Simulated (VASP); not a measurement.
A run of VASP 6.6.1 is set up as follows.

INCAR

```
SYSTEM = Be
  PREC = Accurate
  ENCUT = 520
  EDIFF = 1E-6
  ISMEAR = 0
  SIGMA = 0.1
  LREAL = .FALSE.
  LASPH = .TRUE.
  NELM = 100
  ALGO = Normal
  ISIF = 2
  LWAVE = .FALSE.
  LCHARG = .TRUE.
  GGA = PE
  IVDW = 12
  LELF = .TRUE.
  LVHAR = .TRUE.
  NBANDS = 12
```

KPOINTS

```
Automatic mesh
0
G
  16 12 12
  0 0 0
```

Contents of POSCAR:

```
Be
1.0
    2.4820439405      0.0000000000      0.0000000000
    0.0000000000      3.4393090191      0.0000000000
    0.0000000000      0.0000000000      3.4393093659
Be
4
Direct
    0.7499961184      0.7500001398      0.7499999949
    0.2500038816      0.2499998602      0.7499999949
    0.2499961184      0.7499998602      0.2500000051
    0.7500038816      0.2500001398      0.2500000051
```

Potentials or basis: VASP PAW PBE potentials, release 64 (Be).

Launch:

```console
$ cat potpaw_PBE.64/Be/POTCAR > POTCAR
$ mpirun -np 1 vasp_std > vasp.out
```

**Question.** Estimate the pressure.

**Answer.** 0.2 GPa.

**Question.** Predict the band gap on the k mesh.

**Answer.** Zero (band 4 reaches 9.93 eV, above the bottom of band 5 at 7.27 eV).

**Question.** Predict the dispersion energy per atom.

**Answer.** -0.383 eV.

Caveat: pairwise dispersion overbinds metals, which lowers pressure and volume.
